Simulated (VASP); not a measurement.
# TiC (rocksalt type) (Fm-3m) in VASP: a series of runs

Runs on TiC (rocksalt type). Level: r2SCAN. Tasks: single point, relaxation of cell and atoms.

Program: VASP 6.6.1. These are calculated values, not measurements. Logs are shortened: lines on timing, memory, paths and dates and some standing lists are left out, and cuts for length are marked.

### 1 The cell of the first run

It takes space group Fm-3m (No. 225, cubic). Conventional cell: a = 4.328 Å, b = 4.328 Å, c = 4.328 Å, α = 90.00°, β = 90.00°, γ = 90.00°. Ti (site symmetry m-3m) has 6 C at 2.16 Å within 2.9 Å. Within 2.9 Å of C (site symmetry m-3m) lie 6 Ti at 2.16 Å.

### 2 Single point, r2SCAN

POSCAR reads:

```
TiC
1.0
    0.0000000000      2.1639125753      2.1639125753
    2.1639125753      0.0000000000      2.1639125753
    2.1639125753      2.1639125753      0.0000000000
Ti C
1 1
Direct
    0.0000000000      0.0000000000      0.0000000000
    0.5000000000      0.5000000000      0.5000000000
```

INCAR.step1 reads:

```
PREC     = Accurate       # precision mode
ENCUT    = 520            # plane-wave cutoff, eV
ISMEAR   = -1             # smearing method
SIGMA    = 0.1            # smearing width, eV
LREAL    = False          # projectors in reciprocal space
LASPH    = True           # aspherical terms in the spheres
NELM     = 60             # most SCF steps
NBANDS   = 15             # bands
GGA      = PE             # functional
ALGO     = Normal         # electronic algorithm
EDIFF    = 1E-4           # SCF threshold, eV
LWAVE    = True           # write WAVECAR
LCHARG   = False          # write CHGCAR
```

INCAR.step2 reads:

```
PREC     = Accurate       # precision mode
ENCUT    = 520            # plane-wave cutoff, eV
EDIFF    = 1E-6           # SCF threshold, eV
ISMEAR   = -1             # smearing method
SIGMA    = 0.1            # smearing width, eV
LREAL    = False          # projectors in reciprocal space
LASPH    = True           # aspherical terms in the spheres
NELM     = 60             # most SCF steps
ALGO     = Normal         # electronic algorithm
ISIF     = 2              # what is computed and relaxed
LWAVE    = False          # write WAVECAR
LCHARG   = True           # write CHGCAR
METAGGA  = R2SCAN         # meta-GGA
LMIXTAU  = True         
LELF     = True           # ELF
LVHAR    = True         
NBANDS   = 15             # bands
ISTART   = 1
```

KPOINTS reads:

```
regular mesh
0
Gamma
  15 15 15
```

Potentials or basis: VASP PAW PBE potentials, release 64 (Ti_sv, C).

The run is started by

```console
cat potpaw_PBE.64/Ti_sv/POTCAR potpaw_PBE.64/C/POTCAR > POTCAR
cp INCAR.step1 INCAR
mpirun -np 1 vasp_std > vasp.out
cp INCAR.step2 INCAR
mpirun -np 1 vasp_std > vasp.out
```

OUTCAR:

```text
PREC = Accurate
   ENCUT = 520
   EDIFF = 1E-6
   ISMEAR = -1
   LREAL = False
   LASPH = True
   NELM = 60
   ISIF = 2
   METAGGA = R2SCAN
   ISTART = 1

 ion  position               nearest neighbor table
   1  0.000  0.000  0.000-   2 2.16   2 2.16   2 2.16   2 2.16   2 2.16   2 2.16
   2  0.500  0.500  0.500-   1 2.16   1 2.16   1 2.16   1 2.16   1 2.16   1 2.16

  LATTYP: Found a face centered cubic cell.
 ALAT       =     4.3278251506

  Lattice vectors:

 A1 = (   0.0000000000,   2.1639125753,   2.1639125753)
 A2 = (   2.1639125753,   0.0000000000,   2.1639125753)
 A3 = (   2.1639125753,   2.1639125753,   0.0000000000)

Analysis of symmetry for initial positions (statically):
=====================================================================
 Subroutine PRICEL returns:
 Original cell was already a primitive cell.

 Routine SETGRP: Setting up the symmetry group for a
 face centered cubic supercell.

 Subroutine GETGRP returns: Found 48 space group operations
 (whereof 48 operations were pure point group operations)
 out of a pool of 48 trial point group operations.

The static configuration has the point symmetry O_h .

Analysis of symmetry for dynamics (positions and initial velocities):
=====================================================================
 Subroutine PRICEL returns:
 Original cell was already a primitive cell.

 Routine SETGRP: Setting up the symmetry group for a
 face centered cubic supercell.

 Subroutine GETGRP returns: Found 48 space group operations
 (whereof 48 operations were pure point group operations)
 out of a pool of 48 trial point group operations.

The dynamic configuration has the point symmetry O_h .

 Subroutine INISYM returns: Found 48 space group operations
 (whereof 48 operations are pure point group operations),
 and found     1 'primitive' translations

----------------------------------------------------------------------------------------

                                     Primitive cell

  volume of cell :      20.2651

  direct lattice vectors                    reciprocal lattice vectors
     0.000000000  2.163912575  2.163912575    -0.231062939  0.231062939  0.231062939
     2.163912575  0.000000000  2.163912575     0.231062939 -0.231062939  0.231062939
     2.163912575  2.163912575  0.000000000     0.231062939  0.231062939 -0.231062939

  length of vectors
     3.060234512  3.060234512  3.060234512     0.400212751  0.400212751  0.400212751

[... 83 lines left out ...]
   NSW    =      0    number of steps for IOM
   IBRION =     -1    ionic relax: 0-MD 1-quasi-New 2-CG
   NFREE  =      0    steps in history (QN), initial steepest desc. (CG)
   ISIF   =      2    stress and relaxation
   ISYM   =      2    0-nonsym 1-usesym 2-fastsym
   POTIM  = 0.5000    time-step for ionic-motion
   TEBEG  =    0.0;   TEEND  =   0.0 temperature during run
   PSTRESS=    0.0 pullay stress
   NELECT =      16.0000    total number of electrons
   NUPDOWN=      -1.0000    fix difference up-down
   EMIN   =  10.00;   EMAX   =-10.00  energy-range for DOS
   EFERMI =   0.00;   METHOD = LEGACY
   ISMEAR =    -1;   SIGMA  =   0.10  broadening in eV -4-tet -1-fermi 0-gaus
   EFERMI_NEDOS =   21; number of points for ismear=-14 and -15
   IALGO  =     38    algorithm
   IMIX   =      4    mixing-type and parameters
     AMIX     =   0.40;   BMIX     =  1.00
     AMIX_MAG =   1.60;   BMIX_MAG =  1.00
  volume/ion in A,a.u.               =      10.13        68.38
  Fermi-wavevector in a.u.,A,eV,Ry     =   1.513091  2.859328 31.149792  2.289445
  Thomas-Fermi vector in A             =   2.622929
   LORBIT       =      0    0 simple, 1 ext, 2 COOP (PROOUT), +10 PAW based schemes
   METAGGA = R2SCAN    functional components
   LHFCALC =     F    Hartree Fock is set to
   AEXX    =    0.0000 exact exchange contribution
   IVDW    =     0    specifies the selected vdW correction
   LEPSILON=     F    determine dielectric tensor
   LRPA    =     F    only Hartree local field effects (RPA)
 non-spin polarized calculation
  energy-cutoff  :      520.00
  volume of cell :       20.27
 maximum number of plane-waves:       560
   NGX = 11   NGY = 11   NGZ = 11

 number of electron      16.0000001 magnetization

 Free energy of the ion-electron system (eV)
  ---------------------------------------------------
  ext. energy  EPLUGINS =         0.00000000
  ---------------------------------------------------
  free energy    TOTEN  =       -24.87296185 eV

  energy without entropy =      -24.86395549  energy(sigma->0) =      -24.86845867

 E-fermi :   9.5111     XC(G=0): -13.6033

 val. band max:        9.5005338769   @ k =   0.4000   0.3333   0.0000
 cond. band min:       9.5406009339   @ k =   0.3333   0.2667   0.0000
 fundamental gap:      0.0400670570
 Fermi energy:         9.5110561835

 k-point     1 :       0.0000    0.0000    0.0000
  band No.  band energies     occupation
      1     -49.4505      2.00000
      2     -24.4273      2.00000
      3     -24.4272      2.00000
      4     -24.4272      2.00000
      5      -3.6998      2.00000
      6      10.3848      0.00032
      7      10.3848      0.00032
      8      10.3849      0.00032
      9      11.1870      0.00000
     10      11.1870      0.00000
     11      11.1870      0.00000
     12      11.2421      0.00000
     13      11.2421      0.00000
     14      20.7523      0.00000
[... 401 lines left out ...]
      2     -24.5698      2.00000
      3     -24.4699      2.00000
      4     -24.4641      2.00000
      5      -2.8535      2.00000
      6       7.1008      2.00000
      7       8.8255      1.99790
      8       9.0647      1.97723
      9      10.0816      0.00663
     10      11.5131      0.00000
     11      12.8176      0.00000
     12      13.1891      0.00000
     13      15.0495      0.00000
     14      22.2901      0.00000
     15      24.4512      0.00000

 [... further k-points ...]
[... 5 lines left out ...]
  --------------------------------------------------------------------------------------
  -------------------------------------------------------------------------------------
  Total        0.1209554      0.1209554      0.1209554     -0.0000000      0.0000000     -0.0000000
  in kB        9.5628337      9.5628337      9.5628337     -0.0000000      0.0000000     -0.0000000
  external PRESSURE =       9.5628337 kB  Pullay stress =       0.0000000 kB

 VOLUME and BASIS-vectors are now :
 -----------------------------------------------------------------------------
  energy-cutoff  :      520.00
  volume of cell :       20.27
      direct lattice vectors                 reciprocal lattice vectors
     0.000000000  2.163912575  2.163912575    -0.231062939  0.231062939  0.231062939
     2.163912575  0.000000000  2.163912575     0.231062939 -0.231062939  0.231062939
     2.163912575  2.163912575  0.000000000     0.231062939  0.231062939 -0.231062939

 POSITION                                       TOTAL-FORCE (eV/Angst)
 -----------------------------------------------------------------------------------
      0.00000      0.00000      0.00000        -0.000000     -0.000000      0.000000
      2.16391      2.16391      2.16391         0.000000      0.000000     -0.000000
 -----------------------------------------------------------------------------------
    total drift:                                0.000000     -0.000000     -0.000000

  FREE ENERGIE OF THE ION-ELECTRON SYSTEM (eV)
  ---------------------------------------------------
  free  energy   TOTEN  =       -24.8729618509 eV

  energy  without entropy=      -24.8639554948  energy(sigma->0) =      -24.86845867
```

OUTCAR.step1:

```text
PREC = Accurate
   ENCUT = 520
   ISMEAR = -1
   LREAL = False
   LASPH = True
[... 652 lines left out ...]
      0.00000      0.00000      0.00000        -0.000000     -0.000000      0.000000
      2.16391      2.16391      2.16391         0.000000      0.000000      0.000000
 -----------------------------------------------------------------------------------
    total drift:                                0.000000     -0.000000     -0.000000

  FREE ENERGIE OF THE ION-ELECTRON SYSTEM (eV)
  ---------------------------------------------------
  free  energy   TOTEN  =       -18.7137628440 eV

  energy  without entropy=      -18.7032899778  energy(sigma->0) =      -18.70852641
```

Run time: 5.5 min. Hardware: 1 thread of AMD EPYC 7R13, shared host; peak memory 0.14 GiB.

What came out:

- Free energy: -24.8730 eV
- Pressure: 1.0 GPa
- Band gap on the k mesh: zero (band 8 reaches 10.38 eV, above the bottom of band 9 at 9.05 eV)

Caveat: the PAW data sets were made with another functional, which shifts forces and pressure a little.

(Part 1 of 2 ends here.)
